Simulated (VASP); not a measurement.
Si2Ni:

```
Si Ni
1.0
     0.00000    2.77655    2.77655
     2.77655    0.00000    2.77655
     2.77655    2.77655    0.00000
Si Ni
2 1
Direct
  0.25000 0.25000 0.25000
  0.75000 0.75000 0.75000
  0.00000 0.00000 0.00000
```

Base run:

```yaml
Program: VASP 6.6.1
Functional: PBE
Potentials_or_basis: VASP PAW PBE potentials, release 64 (Si, Ni)
Cutoff: 520 eV
k_mesh: 14 × 14 × 14
Occupations: gaussian, width 0.15 eV
Spin: collinear spin, ferromagnetic start
Starting_moments: "[0.0, 0.0, 0.625] μB"
Fixed_moment: 0.625 μB
```

Its results: pressure -6.3 GPa; site moments Si +0.08; Ni +0.30 μB.

Task: The run is repeated on the same cell with these changes: fixed moment from 0.625 μB to 0.75 μB; moments at the start from [0.0, 0.0, 0.62] to [0.0, 0.0, 0.75]. What comes out?

Result: Pressure -5.8 GPa; site moments Si +0.10; Ni +0.35 μB.

Caveats: the total moment is fixed, so each spin has its own Fermi level.
